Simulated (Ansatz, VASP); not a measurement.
**One calculation of GaIr, two programs**

```
CELL_PARAMETERS angstrom
3.04353 0.00000 0.00000
0.00000 3.04353 0.00000
0.00000 0.00000 3.04353
ATOMIC_POSITIONS crystal
Ga 0.00000 0.00000 0.00000
Ir 0.50000 0.50000 0.50000
```

Change from the starting cell: volume scaled by 1.04.

Alike in both runs: task single point; functional PBEsol; k mesh 12 × 12 × 12; occupations fermi-dirac, width 0.05 eV; no spin polarisation.

```csv
,VASP,Ansatz
version,VASP 6.6.1,Ansatz 0.2.0
potentials or method,"VASP PAW PBE potentials, release 64 (Ga_d, Ir), cutoff 520 eV","all-electron LAPW, scalar-relativistic"
```

|  | VASP | Ansatz | Ansatz less VASP |
| --- | --- | --- | --- |
| pressure (GPa) | -4.9 | -5.3 | -0.43 |

VASP's potentials were made for PBE, not for PBEsol. Ansatz ran all-electron here, and VASP with PAW potentials.

Neither program's run includes spin-orbit coupling.
